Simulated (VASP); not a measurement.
GaAs:

```
Ga As
1.0
     0.00000    2.82685    2.82685
     2.82685    0.00000    2.82685
     2.82685    2.82685    0.00000
Ga As
1 1
Direct
  0.00000 0.00000 0.00000
  0.25000 0.25000 0.25000
```

| Property | Result |
| --- | --- |
| Program | VASP 6.6.1 |
| Task | relaxation of cell and atoms |
| Functional | PBE |
| Potentials or basis | VASP PAW PBE potentials, release 64 (Ga_d, As) |
| Cutoff | 600 eV |
| k mesh | 8 × 8 × 8 |
| Occupations | fermi-dirac, width 0.02 eV |
| Spin | no spin polarisation |

At the start: pressure 3.4 GPa; volume 22.59 Å³/atom.

Where does the relaxation end?

Over 3 steps the energy falls by 11.9 meV/atom and the volume is 23.76 Å³/atom (+5.2 %); space group F-43m (No. 216, to 0.05 Å).

Step by step:
| step | energy change (eV) | largest force (eV/Å) | pressure (GPa) | volume (Å³) |
| --- | --- | --- | --- | --- |
| 1 | 0.0000 | 0.0000 | 3.45 | 45.18 |
| 2 | -0.0207 | 0.0000 | -1.05 | 48.43 |
| 3 | -0.0239 | 0.0000 | -0.01 | 47.52 |

Final structure:
```cif
data_structure
_symmetry_space_group_name_H-M 'P 1'
_symmetry_Int_Tables_number 1
_cell_length_a 4.0656
_cell_length_b 4.0656
_cell_length_c 4.0656
_cell_angle_alpha 60.000
_cell_angle_beta 60.000
_cell_angle_gamma 60.000
_cell_volume 47.52
loop_
_atom_site_label
_atom_site_type_symbol
_atom_site_fract_x
_atom_site_fract_y
_atom_site_fract_z
_atom_site_occupancy
Ga1 Ga 0.00000 0.00000 0.00000 1
As1 As 0.25000 0.25000 0.25000 1
```
